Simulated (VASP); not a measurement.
**Si: single point with PBEsol**

The system is Si.

```xyz
2
Lattice="0.0000 2.7755 2.7755 2.7755 0.0000 2.7755 2.7755 2.7755 0.0000" Properties=species:S:1:pos:R:3 pbc="T T T"
Si    4.1632    4.1632    4.1632
Si    2.7755    2.7755    2.7755
```

```yaml
Program: VASP 6.6.1
Task: single point
Functional: PBEsol
Potentials_or_basis: VASP PAW PBE potentials, release 64 (Si)
Cutoff: 520 eV
k_mesh: 6 × 6 × 6
Occupations: gaussian, width 0.01 eV
Spin: no spin polarisation
```

- Pressure: -5.1 GPa
- Band gap on the k mesh: 0.70 eV, indirect (least direct gap 2.38 eV)

Levels at points of the mesh, in eV from the valence-band top:
| k point | band 1 | band 2 | band 3 | band 4 | band 5 | band 6 | band 7 | band 8 |
| --- | --- | --- | --- | --- | --- | --- | --- | --- |
| (0.00, 0.00, 0.00) | -11.55 | 0.00 | 0.00 | 0.00 | 2.48 | 2.48 | 2.48 | 2.59 |
| (0.50, 0.00, 0.00) | -9.36 | -6.72 | -1.15 | -1.15 | 1.23 | 3.29 | 3.29 | 7.42 |
| (0.50, 0.50, 0.00) | -7.62 | -7.62 | -2.71 | -2.71 | 0.71 | 0.71 | 9.51 | 9.51 |

Wall time 23 s on 1 thread of AMD EPYC 7R13, with other jobs on the host, peak memory 0.12 GiB.

Caveat: the PAW data sets were made with another functional, which shifts forces and pressure a little. A k mesh can miss the band edges.
